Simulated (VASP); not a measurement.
# SrLi3 (Pm-3m) in VASP: a series of runs

SrLi3 is run at these levels: PBE; tasks: single point, relaxation of cell and atoms.

All numbers are computed with VASP 6.6.1; they aren't measurements. Logs are shortened: lines on timing, memory, paths and dates and some standing lists are left out, and cuts for length are marked.

**1. The cell of the first run**

The structure is cubic, space group Pm-3m (No. 221). Conventional cell: a = 4.069 Å, b = 4.069 Å, c = 4.069 Å, α = 90.00°, β = 90.00°, γ = 90.00°. Li (site symmetry 4/mmm) has 8 Li at 2.88 Å and 4 Sr at 2.88 Å within 3.8 Å. Within 3.8 Å of Sr (site symmetry m-3m) lie 12 Li at 2.88 Å.

**2. Single point, PBE**

INCAR reads:

```
PREC = Accurate
ENCUT = 520
EDIFF = 1E-7
ISMEAR = 0
SIGMA = 0.1
LREAL = False
LASPH = True
NELM = 60
ALGO = Normal
ISIF = 2
LWAVE = False
LCHARG = True
GGA = PE
LELF = True
LVHAR = True
NBANDS = 18
```

KPOINTS reads:

```
Automatic mesh
0
Gamma
  4 4 4
```

POSCAR reads:

```
SrLi3
1.0
    4.0691990903      0.0000000000      0.0000000000
    0.0000000000      4.0691990903      0.0000000000
    0.0000000000      0.0000000000      4.0691990903
Li Sr
3 1
Direct
    0.0000000000      0.5000000000      0.5000000000
    0.5000000000      0.0000000000      0.5000000000
    0.5000000000      0.5000000000      0.0000000000
    0.0000000000      0.0000000000      0.0000000000
```

Potentials or basis: VASP PAW PBE potentials, release 64 (Li_sv, Sr_sv).

Run with:

```
$ cat potpaw_PBE.64/Li_sv/POTCAR potpaw_PBE.64/Sr_sv/POTCAR > POTCAR
$ mpirun -np 1 vasp_std > vasp.out
```

OUTCAR:

```text
PREC = Accurate
   ENCUT = 520
   EDIFF = 1E-7
   ISMEAR = 0
   LREAL = False
   LASPH = True
   NELM = 60
   ISIF = 2
   GGA = PE

 ion  position               nearest neighbor table
   1  0.000  0.500  0.500-   4 2.88   4 2.88   4 2.88   4 2.88
   2  0.500  0.000  0.500-   4 2.88   4 2.88   4 2.88   4 2.88
   3  0.500  0.500  0.000-   4 2.88   4 2.88   4 2.88   4 2.88
   4  0.000  0.000  0.000-   1 2.88   2 2.88   3 2.88   1 2.88   2 2.88   1 2.88   3 2.88   1 2.88
                             2 2.88   3 2.88   2 2.88   3 2.88

  LATTYP: Found a simple cubic cell.
 ALAT       =     4.0691990903

  Lattice vectors:

 A1 = (   4.0691990903,   0.0000000000,   0.0000000000)
 A2 = (   0.0000000000,   4.0691990903,   0.0000000000)
 A3 = (   0.0000000000,   0.0000000000,   4.0691990903)

Analysis of symmetry for initial positions (statically):
=====================================================================
 Subroutine PRICEL returns:
 Original cell was already a primitive cell.

 Routine SETGRP: Setting up the symmetry group for a
 simple cubic supercell.

 Subroutine GETGRP returns: Found 48 space group operations
 (whereof 48 operations were pure point group operations)
 out of a pool of 48 trial point group operations.

The static configuration has the point symmetry O_h .

Analysis of symmetry for dynamics (positions and initial velocities):
=====================================================================
 Subroutine PRICEL returns:
 Original cell was already a primitive cell.

 Routine SETGRP: Setting up the symmetry group for a
 simple cubic supercell.

 Subroutine GETGRP returns: Found 48 space group operations
 (whereof 48 operations were pure point group operations)
 out of a pool of 48 trial point group operations.

The dynamic configuration has the point symmetry O_h .

 Subroutine INISYM returns: Found 48 space group operations
 (whereof 48 operations are pure point group operations),
 and found     1 'primitive' translations

----------------------------------------------------------------------------------------

                                     Primitive cell

  volume of cell :      67.3793

  direct lattice vectors                    reciprocal lattice vectors
     4.069199090  0.000000000  0.000000000     0.245748605  0.000000000  0.000000000
     0.000000000  4.069199090  0.000000000     0.000000000  0.245748605  0.000000000
     0.000000000  0.000000000  4.069199090     0.000000000  0.000000000  0.245748605

  length of vectors
     4.069199090  4.069199090  4.069199090     0.245748605  0.245748605  0.245748605

  position of ions in fractional coordinates (direct lattice)
     0.000000000  0.500000000  0.500000000
     0.500000000  0.000000000  0.500000000
     0.500000000  0.500000000  0.000000000
     0.000000000  0.000000000  0.000000000

  ion indices of the primitive-cell ions
   primitive index   ion index
                 1           1
                 2           2
                 3           3
                 4           4

----------------------------------------------------------------------------------------

 KPOINTS: Automatic mesh

Automatic generation of k-mesh.
 Grid dimensions read from file:
 generate k-points for:    4    4    4

 Generating k-lattice:

  Cartesian coordinates                     Fractional coordinates (reciprocal lattice)
     0.061437151  0.000000000  0.000000000     0.250000000  0.000000000  0.000000000
     0.000000000  0.061437151  0.000000000     0.000000000  0.250000000  0.000000000
     0.000000000  0.000000000  0.061437151     0.000000000  0.000000000  0.250000000

  Length of vectors
     0.061437151  0.061437151  0.061437151

  Shift w.r.t. Gamma in fractional coordinates (k-lattice)
     0.000000000  0.000000000  0.000000000

 Subroutine IBZKPT returns following result:
 ===========================================

 Found     10 irreducible k-points:

 Following reciprocal coordinates:
            Coordinates               Weight
  0.000000  0.000000  0.000000      1.000000
  0.250000  0.000000  0.000000      6.000000
  0.500000  0.000000  0.000000      3.000000
  0.250000  0.250000  0.000000     12.000000
  0.500000  0.250000  0.000000     12.000000
  0.500000  0.500000  0.000000      3.000000
  0.250000  0.250000  0.250000      8.000000
  0.500000  0.250000  0.250000     12.000000
  0.500000  0.500000  0.250000      6.000000
  0.500000  0.500000  0.500000      1.000000
   k-points           NKPTS =     10   k-points in BZ     NKDIM =     10   number of bands    NBANDS=     18
   number of dos      NEDOS =    301   number of ions     NIONS =      4
   total plane-waves  NPLWV =  27000
   dimension x,y,z NGX =    30 NGY =   30 NGZ =   30
   dimension x,y,z NGXF=    60 NGYF=   60 NGZF=   60
   ions per type =               3   1
   NGX,Y,Z   is equivalent  to a cutoff of  12.26, 12.26, 12.26 a.u.
   NGXF,Y,Z  is equivalent  to a cutoff of  24.51, 24.51, 24.51 a.u.
 SYSTEM =  unknown system
   PREC   = accura    normal or accurate (medium, high low for compatibility)
   ISTART =      0    job   : 0-new  1-cont  2-samecut
   ICHARG =      2    charge: 1-file 2-atom 10-const
   ISPIN  =      1    spin polarized calculation?
   LNONCOLLINEAR =      F non collinear calculations
   LSORBIT =      F    spin-orbit coupling
   LASPH  =      T    aspherical Exc in radial PAW
   ENCUT  =  520.0 eV  38.22 Ry    6.18 a.u.   7.57  7.57  7.57*2*pi/ulx,y,z
   NELM   =     60;   NELMIN=  2; NELMDL= -5     # of ELM steps
   EDIFF  = 0.1E-06   stopping-criterion for ELM
   LREAL  =      F    real-space projection
   EDIFFG = 0.1E-05   stopping-criterion for IOM
   NSW    =      0    number of steps for IOM
   IBRION =     -1    ionic relax: 0-MD 1-quasi-New 2-CG
   NFREE  =      0    steps in history (QN), initial steepest desc. (CG)
   ISIF   =      2    stress and relaxation
   ISYM   =      2    0-nonsym 1-usesym 2-fastsym
   POTIM  = 0.5000    time-step for ionic-motion
   TEBEG  =    0.0;   TEEND  =   0.0 temperature during run
   PSTRESS=    0.0 pullay stress
   NELECT =      19.0000    total number of electrons
   NUPDOWN=      -1.0000    fix difference up-down
   EMIN   =  10.00;   EMAX   =-10.00  energy-range for DOS
   EFERMI =   0.00;   METHOD = LEGACY
   ISMEAR =     0;   SIGMA  =   0.10  broadening in eV -4-tet -1-fermi 0-gaus
   EFERMI_NEDOS =   21; number of points for ismear=-14 and -15
   IALGO  =     38    algorithm
   IMIX   =      4    mixing-type and parameters
     AMIX     =   0.40;   BMIX     =  1.00
     AMIX_MAG =   1.60;   BMIX_MAG =  1.00
  volume/ion in A,a.u.               =      16.84       113.67
  Fermi-wavevector in a.u.,A,eV,Ry     =   1.073537  2.028691 15.680471  1.152482
  Thomas-Fermi vector in A             =   2.209339
   LORBIT       =      0    0 simple, 1 ext, 2 COOP (PROOUT), +10 PAW based schemes
   GGA     = PE    functional components
   LHFCALC =     F    Hartree Fock is set to
   AEXX    =    0.0000 exact exchange contribution
   IVDW    =     0    specifies the selected vdW correction
   LEPSILON=     F    determine dielectric tensor
   LRPA    =     F    only Hartree local field effects (RPA)
 non-spin polarized calculation
 Gauss-broadening in eV      SIGMA  =   0.10
  energy-cutoff  :      520.00
  volume of cell :       67.38
 maximum number of plane-waves:      1856
   NGX = 15   NGY = 15   NGZ = 15

 number of electron      19.0000005 magnetization

 Free energy of the ion-electron system (eV)
  ---------------------------------------------------
  ext. energy  EPLUGINS =         0.00000000
  ---------------------------------------------------
  free energy    TOTEN  =        -4.49208779 eV

  energy without entropy =       -4.44712648  energy(sigma->0) =       -4.46960713

 E-fermi :   3.5355     XC(G=0):  -8.8414

 val. band max:        3.5336435410   @ k =   0.5000   0.2500   0.0000
 cond. band min:       3.5694342411   @ k =   0.2500   0.0000   0.0000
 fundamental gap:      0.0357907001
 Fermi energy:         3.5355351937

 k-point     1 :       0.0000    0.0000    0.0000
  band No.  band energies     occupation
      1     -43.1583      2.00000
      2     -43.1184      2.00000
      3     -43.1184      2.00000
      4     -32.1024      2.00000
      5     -14.2134      2.00000
      6     -14.2134      2.00000
[... 10 lines left out ...]
     17       9.4173      0.00000
     18      10.8654      0.00000

 k-point     2 :       0.2500    0.0000    0.0000
  band No.  band energies     occupation
      1     -43.1530      2.00000
      2     -43.1232      2.00000
      3     -43.1182      2.00000
      4     -32.0981      2.00000
      5     -14.3183      2.00000
      6     -14.2004      2.00000
[... 10 lines left out ...]
     17      10.9026      0.00000
     18      11.2762      0.00000

 k-point     3 :       0.5000    0.0000    0.0000
  band No.  band energies     occupation
      1     -43.1444      2.00000
      2     -43.1314      2.00000
      3     -43.1180      2.00000
      4     -32.0937      2.00000
      5     -14.4199      2.00000
      6     -14.1872      2.00000
[... 10 lines left out ...]
     17       8.8587      0.00000
     18      11.7192      0.00000

 k-point     4 :       0.2500    0.2500    0.0000
  band No.  band energies     occupation
      1     -43.1484      2.00000
      2     -43.1247      2.00000
      3     -43.1210      2.00000
      4     -32.0934      2.00000
      5     -14.3103      2.00000
      6     -14.3060      2.00000
[... 10 lines left out ...]
     17      10.6452      0.00000
     18      11.6592      0.00000

 k-point     5 :       0.5000    0.2500    0.0000
  band No.  band energies     occupation
      1     -43.1405      2.00000
      2     -43.1313      2.00000
      3     -43.1218      2.00000
      4     -32.0887      2.00000
      5     -14.4125      2.00000
      6     -14.2979      2.00000
[... 10 lines left out ...]
     17       9.8584      0.00000
     18      11.4863      0.00000

 k-point     6 :       0.5000    0.5000    0.0000
  band No.  band energies     occupation
      1     -43.1310      2.00000
      2     -43.1310      2.00000
      3     -43.1309      2.00000
      4     -32.0836      2.00000
      5     -14.4051      2.00000
      6     -14.4051      2.00000
[... 10 lines left out ...]
     17       8.9445      0.00000
     18      11.3197      0.00000

 k-point     7 :       0.2500    0.2500    0.2500
  band No.  band energies     occupation
      1     -43.1445      2.00000
      2     -43.1246      2.00000
      3     -43.1246      2.00000
      4     -32.0883      2.00000
      5     -14.3008      2.00000
      6     -14.3008      2.00000
[... 10 lines left out ...]
     17      10.4675      0.00000
     18      12.4608      0.00000

 k-point     8 :       0.5000    0.2500    0.2500
  band No.  band energies     occupation
      1     -43.1376      2.00000
      2     -43.1311      2.00000
      3     -43.1244      2.00000
      4     -32.0833      2.00000
      5     -14.4058      2.00000
      6     -14.2914      2.00000
[... 10 lines left out ...]
     17      11.1309      0.00000
     18      11.5460      0.00000

 k-point     9 :       0.5000    0.5000    0.2500
  band No.  band energies     occupation
      1     -43.1309      2.00000
      2     -43.1309      2.00000
      3     -43.1309      2.00000
      4     -32.0779      2.00000
      5     -14.3991      2.00000
      6     -14.3991      2.00000
[... 10 lines left out ...]
     17      11.9446      0.00000
     18      11.9648      0.00000

 k-point    10 :       0.5000    0.5000    0.5000
  band No.  band energies     occupation
      1     -43.1309      2.00000
      2     -43.1309      2.00000
      3     -43.1309      2.00000
      4     -32.0721      2.00000
      5     -14.3932      2.00000
      6     -14.3932      2.00000
[... 10 lines left out ...]
     17       9.3319      0.00000
     18      13.9429      0.00000

------------------------ aborting loop because EDIFF is reached ----------------------------------------

  FORCE on cell =-STRESS in cart. coord.  units (eV):
  Direction    XX          YY          ZZ          XY          YZ          ZX
  --------------------------------------------------------------------------------------
  -------------------------------------------------------------------------------------
  Total        7.8550110      7.8550110      7.8550110      0.0000000      0.0000000     -0.0000000
  in kB      186.7800818    186.7800818    186.7800818      0.0000000      0.0000000     -0.0000000
  external PRESSURE =     186.7800818 kB  Pullay stress =       0.0000000 kB

 VOLUME and BASIS-vectors are now :
 -----------------------------------------------------------------------------
  energy-cutoff  :      520.00
  volume of cell :       67.38
      direct lattice vectors                 reciprocal lattice vectors
     4.069199090  0.000000000  0.000000000     0.245748605  0.000000000  0.000000000
     0.000000000  4.069199090  0.000000000     0.000000000  0.245748605  0.000000000
     0.000000000  0.000000000  4.069199090     0.000000000  0.000000000  0.245748605

 POSITION                                       TOTAL-FORCE (eV/Angst)
 -----------------------------------------------------------------------------------
      0.00000      2.03460      2.03460         0.000000      0.000000      0.000000
      2.03460      0.00000      2.03460         0.000000      0.000000      0.000000
      2.03460      2.03460      0.00000         0.000000      0.000000      0.000000
      0.00000      0.00000      0.00000         0.000000      0.000000      0.000000
 -----------------------------------------------------------------------------------
    total drift:                                0.000000      0.000000     -0.000000

  FREE ENERGIE OF THE ION-ELECTRON SYSTEM (eV)
  ---------------------------------------------------
  free  energy   TOTEN  =        -4.4920877867 eV

  energy  without entropy=       -4.4471264794  energy(sigma->0) =       -4.46960713
```

Wall time 20 s (1 thread of Oxide Virtual Turin-like, shared host); peak memory 0.13 GiB.

Results:

```yaml
Free_energy: -4.4921 eV
Band_gap_on_the_k_mesh: zero (an odd number of electrons rules out a gap without spin polarisation)
```

Levels at points of the mesh, in eV from the Fermi level:
```csv
k point,band 6,band 7,band 8,band 9,band 10,band 11,band 12,band 13
"(0.00, 0.00, 0.00)",-17.75,-17.75,-4.49,0.18,0.18,1.79,1.79,1.79
"(0.50, 0.00, 0.00)",-17.72,-17.72,-3.01,-2.06,-0.11,0.60,0.60,4.43
"(0.50, 0.50, 0.00)",-17.94,-17.70,-2.34,-1.88,0.15,0.15,1.54,1.54
"(0.50, 0.50, 0.50)",-17.93,-17.93,-0.98,-0.02,-0.02,-0.02,0.73,0.73
```

Caveat: the k points lie up to 0.39 Å⁻¹ apart, too coarse for converged energies and pressures of a metal; the cutoff is under 1.25 times the usual one of these potentials, so pressure, stress and relaxed cells hold a basis-set (Pulay) error.

**3. Relaxation of cell and atoms, PBE**

INCAR reads:

```
SYSTEM = SrLi3
PREC = Accurate
ENCUT = 600
EDIFF = 1E-6
ISMEAR = 0
SIGMA = 0.1
LREAL = .False.
LASPH = .True.
NELM = 60
ALGO = Normal
ISIF = 3
LWAVE = .False.
LCHARG = .False.
GGA = PE
IBRION = 2
NSW = 90
EDIFFG = -0.04
```

KPOINTS reads:

```
Automatic mesh
0
Gamma
  4 4 4
  0 0 0
```

POSCAR is that of step 2.

Potentials or basis: VASP PAW PBE potentials, release 64 (Li_sv, Sr_sv).

Run with:

```
$ cat potpaw_PBE.64/Li_sv/POTCAR potpaw_PBE.64/Sr_sv/POTCAR > POTCAR
$ mpirun -np 1 vasp_std > vasp.out
```

It took 1.8 min on 1 thread of Oxide Virtual Turin-like, shared host; peak memory 0.18 GiB.

It converged, with:

```
Free energy                           : -6.7459 eV
Relaxed volume                        : 28.73 Å³/atom
Relaxed cell                          : a = 4.862 Å, b = 4.862 Å, c = 4.862 Å, α = 90.00°, β = 90.00°, γ = 90.00°
Space group after relaxing (to 0.1 Å) : Pm-3m (No. 221)
Energy gained by relaxing             : 563.3 meV/atom
Ionic steps                           : 5
Pressure after relaxing               : 0.0 GPa
Band gap on the k mesh                : zero (an odd number of electrons rules out a gap without spin polarisation)
```

The path:
| step | energy change (eV) | largest force (eV/Å) | pressure (GPa) | volume (Å³) |
| --- | --- | --- | --- | --- |
| 1 | 0.0000 | 0.0000 | 18.66 | 67.38 |
| 2 | -1.6977 | 0.0000 | 7.70 | 88.38 |
| 3 | -2.0767 | 0.0000 | -2.72 | 133.87 |
| 4 | -2.2517 | 0.0000 | -0.30 | 116.58 |
| 5 | -2.2532 | 0.0000 | 0.01 | 114.92 |

Final structure:
```
Li Sr
1.0
     4.86187    0.00000    0.00000
     0.00000    4.86187    0.00000
     0.00000    0.00000    4.86187
Li Sr
3 1
Direct
  0.00000 0.50000 0.50000
  0.50000 0.00000 0.50000
  0.50000 0.50000 0.00000
  0.00000 0.00000 0.00000
```

Levels at points of the mesh, in eV from the Fermi level:
```tsv
k point	band 6	band 7	band 8	band 9	band 10	band 11	band 12	band 13
(0.00, 0.00, 0.00)	-18.26	-18.26	-3.53	0.73	0.73	1.42	1.42	1.42
(0.50, 0.00, 0.00)	-18.26	-18.26	-2.36	-1.74	0.70	1.09	1.09	3.35
(0.50, 0.50, 0.00)	-18.29	-18.25	-1.21	-1.18	-0.39	-0.39	1.70	1.70
(0.50, 0.50, 0.50)	-18.29	-18.29	0.04	0.27	0.27	0.27	0.27	0.27
```

Caveat: the k points lie up to 0.32 Å⁻¹ apart in the final cell, too coarse for converged energies and pressures of a metal; the cutoff is under 1.25 times the usual one of these potentials, so pressure, stress and relaxed cells hold a basis-set (Pulay) error; the volume moved by over 15 % at a fixed basis, so the end points are rough.

(Continued in part 2 of 2.)

The gap in the log of VASP goes by the Fermi energy; the results here count the filled bands.